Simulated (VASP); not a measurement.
Crystal: Nb.

```
Nb
1.0
     2.70947    0.00000    0.00000
     0.00000    2.70947    0.00000
     0.00000    0.00000    2.70947
Nb
1
Direct
  0.00000 0.00000 0.00000
```

Base run:

* Program: VASP 6.6.1
* Functional: r2SCAN
* Potentials or basis: VASP PAW PBE potentials, release 64 (Nb_sv)
* Cutoff: 520 eV
* k mesh: 13 × 13 × 13
* Occupations: fermi-dirac, width 0.1 eV
* Spin: no spin polarisation

Its results: pressure -0.6 GPa.

The run is repeated on the same cell with these changes: k mesh from 13 × 13 × 13 to 19 × 19 × 19; further incar settings from ALGO = Normal; EDIFF = 1e-06; NBANDS = 12 to ALGO = Normal; EDIFF = 1e-07; NBANDS = 12. What comes out?

Pressure -0.1 GPa.

Caveats: the PAW data sets were made with another functional, which shifts forces and pressure a little.
